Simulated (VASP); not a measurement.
**Na4Li7S2Cl7: single point with PBE+D3(BJ)**

Na4Li7S2Cl7:

```
CELL_PARAMETERS angstrom
7.47287 0.04157 -0.10849
0.04157 7.36948 -0.06434
-0.10849 -0.06434 7.55623
ATOMIC_POSITIONS crystal
Na 0.77139 0.49582 0.43610
Na 0.92705 0.87784 0.42696
Na 0.39957 0.80737 0.86927
Na 0.91680 0.16630 0.02798
S 0.58774 0.67232 0.16965
S 0.12884 0.41237 0.12596
Li 0.17208 0.24699 0.40734
Li 0.46401 0.94534 0.23577
Li 0.31034 0.63171 0.30150
Li 0.86989 0.65654 0.00191
Li 0.46909 0.35305 0.06535
Li 0.11389 0.45171 0.77909
Li 0.52790 0.17529 0.60577
Cl 0.86511 0.69175 0.70350
Cl 0.60113 0.09041 0.88353
Cl 0.96580 0.22161 0.61716
Cl 0.67641 0.15426 0.30934
Cl 0.15509 0.90646 0.12076
Cl 0.37374 0.44374 0.58613
Cl 0.30875 0.89408 0.53328
```

```yaml
Program: VASP 6.6.1
Task: single point
Functional: PBE
Dispersion: D3(BJ)
Potentials_or_basis: VASP PAW PBE potentials, release 64 (Na_pv, S, Li_sv, Cl)
Cutoff: 520 eV
k_mesh: 1 × 1 × 1, shifted
Occupations: fermi-dirac, width 0.05 eV
Spin: no spin polarisation
Dipole_correction: no
Further_INCAR_settings: LREAL = Auto; ALGO = Normal; EDIFF = 1e-07; NBANDS = 71; ISYM = 0
```

```yaml
Largest_force: 1.111 eV/Å
Band_gap_on_the_k_mesh: 4.12 eV
Dispersion_energy_per_atom: -0.203 eV
```

Forces in eV/Å, atoms in the order of the input:
```
Na  -0.279 -0.471 -0.351
Na   0.099  0.469 -0.185
Na  -0.007 -0.338 -0.079
Na  -0.221 -0.419 -0.303
S    0.747 -0.719 -0.401
S    0.433  0.671 -0.091
Li   0.121  0.130 -0.264
Li  -0.115  0.043  0.151
Li  -0.101 -0.100 -0.035
Li  -0.048 -0.055  0.568
Li  -0.064  0.206  0.163
Li  -0.016 -0.137  0.101
Li   0.088 -0.344 -0.163
Cl   0.299 -0.106  0.396
Cl  -0.256  0.562  0.022
Cl   0.041  0.066  0.427
Cl  -0.475  0.128  0.171
Cl  -0.329 -0.047 -0.074
Cl  -0.071 -0.033  0.138
Cl   0.154  0.493 -0.190
```

Levels at points of the mesh, in eV from the valence-band top:
| k point | band 51 | band 52 | band 53 | band 54 | band 55 | band 56 | band 57 | band 58 | band 59 | band 60 |
| --- | --- | --- | --- | --- | --- | --- | --- | --- | --- | --- |
| (0.25, 0.25, 0.25) | -0.73 | -0.55 | -0.26 | -0.11 | 0.00 | 4.12 | 4.71 | 4.89 | 5.21 | 5.53 |

Wall time 56 s on 1 thread of Intel(R) Xeon(R) Platinum 8488C (Sapphire Rapids), on a shared host, peak memory 0.46 GiB.

Caveat: the k points lie up to 0.85 Å⁻¹ apart.
